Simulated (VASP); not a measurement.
# AlN (wurtzite type) (P6_3mc) in VASP: a series of runs, part 2 of 2

VASP 6.6.1. The steps go on from the part before.

### 4 Relaxation of shape and atoms at fixed volume, PBE

This run uses another cell than the first one, of 10.01 Å³/atom.

INCAR

```
SYSTEM = AlN
PREC     = Accurate       ! precision mode
ENCUT    = 600            ! plane-wave cutoff, eV
EDIFF    = 1E-6           ! SCF threshold, eV
ISMEAR   = -1             ! smearing method
SIGMA    = 0.05           ! smearing width, eV
LREAL    = .False.        ! projectors in reciprocal space
LASPH    = .True.         ! aspherical terms in the spheres
NELM     = 60             ! most SCF steps
ALGO     = Normal         ! electronic algorithm
ISIF     = 4              ! what is computed and relaxed
LWAVE    = .False.        ! write WAVECAR
LCHARG   = .False.        ! write CHGCAR
GGA      = PE             ! functional
IBRION   = 2              ! ionic algorithm
NSW      = 50             ! ionic steps
EDIFFG   = -0.005         ! ionic threshold
```

KPOINTS

```
Automatic mesh
0
Gamma
  13 13 7
  0 0 0
```

POSCAR

```
AlN
1.0
    3.0662653759      0.0000000000      0.0000000000
   -1.5331326879      2.6554637102      0.0000000000
    0.0000000000      0.0000000000      4.9156677808
Al N
2 2
Direct
    0.3333333333      0.6666666667     -0.0027598285
    0.6666666667      0.3333333333      0.4972401715
    0.3333333333      0.6666666667      0.3787598285
    0.6666666667      0.3333333333      0.8787598285
```

Potentials or basis: VASP PAW PBE potentials, release 64 (Al, N).

Command:

```
> cat potpaw_PBE.64/Al/POTCAR potpaw_PBE.64/N/POTCAR > POTCAR
> mpirun -np 1 vasp_std > vasp.out
```

OUTCAR:

```text
SYSTEM = AlN
   PREC = Accurate
   ENCUT = 600
   EDIFF = 1E-6
   ISMEAR = -1
   LREAL = .False.
   LASPH = .True.
   NELM = 60
   ISIF = 4
   GGA = PE
   IBRION = 2
   NSW = 50
   EDIFFG = -0.005

 ion  position               nearest neighbor table
   1  0.333  0.667  0.997-   4 1.86   4 1.86   4 1.86   3 1.88   2 3.03   2 3.03   2 3.03   2 3.03
                             2 3.03   2 3.03
   2  0.667  0.333  0.497-   3 1.86   3 1.86   3 1.86   4 1.88   1 3.03   1 3.03   1 3.03   1 3.03
                             1 3.03   1 3.03
   3  0.333  0.667  0.379-   2 1.86   2 1.86   2 1.86   1 1.88
   4  0.667  0.333  0.879-   1 1.86   1 1.86   1 1.86   2 1.88

  LATTYP: Found a hexagonal cell.
 ALAT       =     3.0662653759
 C/A-ratio  =     1.6031449265

  Lattice vectors:

 A1 = (   3.0662653759,   0.0000000000,   0.0000000000)
 A2 = (  -1.5331326879,   2.6554637102,   0.0000000000)
 A3 = (   0.0000000000,   0.0000000000,   4.9156677808)

Analysis of symmetry for initial positions (statically):
=====================================================================
 Subroutine PRICEL returns:
 Original cell was already a primitive cell.

 Routine SETGRP: Setting up the symmetry group for a
 hexagonal supercell.

 Subroutine GETGRP returns: Found 12 space group operations
 (whereof  6 operations were pure point group operations)
 out of a pool of 24 trial point group operations.

The static configuration has the point symmetry C_3v.
 The point group associated with its full space group is C_6v.

Analysis of symmetry for dynamics (positions and initial velocities):
=====================================================================
 Subroutine PRICEL returns:
 Original cell was already a primitive cell.

 Routine SETGRP: Setting up the symmetry group for a
 hexagonal supercell.

[... 139 lines left out ...]
   LRPA    =     F    only Hartree local field effects (RPA)
 conjugate gradient relaxation of ions
 non-spin polarized calculation
  energy-cutoff  :      600.00
  volume of cell :       40.03
 maximum number of plane-waves:      1351
   NGX = 13   NGY = 13   NGZ = 19

--------------------------------------- Ionic step        1  -------------------------------------------

 number of electron      15.9999997 magnetization

 Free energy of the ion-electron system (eV)
  ---------------------------------------------------
  ext. energy  EPLUGINS =         0.00000000
  ---------------------------------------------------
  free energy    TOTEN  =       -29.68381559 eV

  energy without entropy =      -29.68381559  energy(sigma->0) =      -29.68381559

------------------------ aborting loop because EDIFF is reached ----------------------------------------

  FORCE on cell =-STRESS in cart. coord.  units (eV):
  Direction    XX          YY          ZZ          XY          YZ          ZX
  --------------------------------------------------------------------------------------
  -------------------------------------------------------------------------------------
  Total        3.3612760      3.3612760      3.1462968      0.0000000      0.0000000      0.0000000
  in kB      134.5495103    134.5495103    125.9440449      0.0000000      0.0000000      0.0000000
  external PRESSURE =     131.6810219 kB  Pullay stress =       0.0000000 kB
[... 139 lines left out ...]
--------------------------------------- Ionic step        5  -------------------------------------------

 number of electron      15.9999997 magnetization

 Free energy of the ion-electron system (eV)
  ---------------------------------------------------
  ext. energy  EPLUGINS =         0.00000000
  ---------------------------------------------------
  free energy    TOTEN  =       -29.68426901 eV

  energy without entropy =      -29.68426901  energy(sigma->0) =      -29.68426901

 E-fermi :   7.5188     XC(G=0): -11.0976

 val. band max:        6.6002838520   @ k =   0.0000   0.0000   0.0000
 cond. band min:      11.1638798294   @ k =   0.0000   0.0000   0.0000
 fundamental gap:      4.5635959774
 Fermi energy:         7.5187603028

 k-point     1 :       0.0000    0.0000    0.0000
  band No.  band energies     occupation
      1      -8.8788      2.00000
      2      -6.5841      2.00000
      3       0.3963      2.00000
      4       5.6666      2.00000
      5       5.6666      2.00000
      6       6.3355      2.00000
      7       6.3355      2.00000
      8       6.6003      2.00000
      9      11.1639      0.00000
     10      13.5821      0.00000
     11      17.5647      0.00000
     12      18.0024      0.00000
[... 331 lines left out ...]
 k-point    24 :       0.1538    0.0000    0.1429
  band No.  band energies     occupation
      1      -8.4880      2.00000
      2      -6.5665      2.00000
      3       1.0104      2.00000
      4       4.4532      2.00000
      5       5.0145      2.00000
      6       5.3530      2.00000
      7       6.2215      2.00000
      8       6.3010      2.00000
      9      12.4512      0.00000
     10      14.5897      0.00000
     11      16.0468      0.00000
     12      16.6979      0.00000

 [... further k-points ...]
[... 5 lines left out ...]
  --------------------------------------------------------------------------------------
  -------------------------------------------------------------------------------------
  Total        3.2675613      3.2675613      3.2659084      0.0000000     -0.0000000     -0.0000000
  in kB      130.7981765    130.7981765    130.7320128      0.0000000     -0.0000000     -0.0000000
  external PRESSURE =     130.7761219 kB  Pullay stress =       0.0000000 kB
[... 19 lines left out ...]
  FREE ENERGIE OF THE ION-ELECTRON SYSTEM (eV)
  ---------------------------------------------------
  free  energy   TOTEN  =       -29.6842690111 eV

  energy  without entropy=      -29.6842690110  energy(sigma->0) =      -29.68426901

 reached required accuracy - stopping structural energy minimisation
```

OSZICAR:

```text
N       E                     dE             d eps       ncg     rms          rms(c)
DAV:   1     0.593057428565E+02    0.59306E+02   -0.83378E+03  2016   0.135E+03
DAV:   2    -0.301344867183E+02   -0.89440E+02   -0.82166E+02  2888   0.253E+02
DAV:   3    -0.345676711703E+02   -0.44332E+01   -0.44133E+01  2656   0.615E+01
[... 30 lines left out ...]
       N       E                     dE             d eps       ncg     rms          rms(c)
DAV:   1    -0.296842621467E+02   -0.58212E-04   -0.11941E-02  2016   0.101E+00    0.154E-02
DAV:   2    -0.296842732845E+02   -0.11138E-04   -0.17095E-04  2364   0.117E-01    0.110E-02
DAV:   3    -0.296842693239E+02    0.39605E-05   -0.44318E-06  2344   0.247E-02    0.476E-03
DAV:   4    -0.296842690111E+02    0.31279E-06   -0.42795E-06  1756   0.186E-02
   5 F= -.29684269E+02 E0= -.29684269E+02  d E =-.733096E-04
```

CONTCAR:

```text
AlN
   1.00000000000000
     3.0706453133567906    0.0000000000058847   -0.0000000000000000
    -1.5353226566232274    2.6592568472864260    0.0000000000000000
     0.0000000000000000    0.0000000000000000    4.9016544644535589
  Al              N
     2     2
Direct
     0.3333333332999970    0.6666666667000030    0.9966068502100491
     0.6666666667000030    0.3333333332999970    0.4966068502100491
     0.3333333332999970    0.6666666667000030    0.3793931497899557
     0.6666666667000030    0.3333333332999970    0.8793931497899556

  0.00000000E+00  0.00000000E+00  0.00000000E+00
  0.00000000E+00  0.00000000E+00  0.00000000E+00
  0.00000000E+00  0.00000000E+00  0.00000000E+00
  0.00000000E+00  0.00000000E+00  0.00000000E+00
```

Wall time 2.3 min (1 thread of Intel Xeon 8259CL, shared host); peak memory 0.19 GiB.

What came out:

```
Free energy               : -29.6843 eV
Energy gained by relaxing : 0.1 meV/atom
Ionic steps               : 5
Pressure after relaxing   : 13.1 GPa
Band gap on the k mesh    : 4.56 eV
```

The path:
```csv
step,energy change (eV),largest force (eV/Å),pressure (GPa),volume (Å³)
1,0.0000,0.0243,13.17,40.03
2,-0.0003,0.0293,13.11,40.03
3,-0.0004,0.0323,13.09,40.03
4,-0.0004,0.0315,13.07,40.03
5,-0.0005,0.0002,13.08,40.03
```

Final structure:
```
Al N
1.0
     3.07065    0.00000    0.00000
    -1.53532    2.65926    0.00000
     0.00000    0.00000    4.90165
Al N
2 2
Direct
  0.33333 0.66667 0.99661
  0.66667 0.33333 0.49661
  0.33333 0.66667 0.37939
  0.66667 0.33333 0.87939
```

Caveat: an odd mesh through Γ misses points on the zone boundary, where band edges can lie.

### 5 The runs side by side

| task | cell | gap on the mesh (eV) | pressure (GPa) |
| --- | --- | --- | --- |
| relaxation of shape and atoms at fixed volume | relaxed from a = 3.000, b = 3.000, c = 4.809 Å, angles 90.0, 90.0, 120.0°, 4 atoms, atomic positions A | 5.12 | 31.2 |
| relaxation of cell and atoms | relaxed from a = 3.049, b = 3.049, c = 4.969 Å, angles 90.0, 90.0, 120.0°, 4 atoms, atomic positions B | 4.06 | 0.0 |
| relaxation of shape and atoms at fixed volume | relaxed from a = 3.066, b = 3.066, c = 4.916 Å, angles 90.0, 90.0, 120.0°, 4 atoms, atomic positions A | 4.56 | 13.1 |

Alike in all rows: level PBE; potentials or basis VASP PAW PBE potentials, release 64 (Al, N); no spin polarisation; k mesh 13 × 13 × 7; cutoff (eV) 600; smearing fermi-dirac 0.05 eV.

Caveats: an odd mesh through Γ misses points on the zone boundary, where band edges can lie.

Total energies depend on the potentials used, so only differences within one code and one set of settings carry meaning.
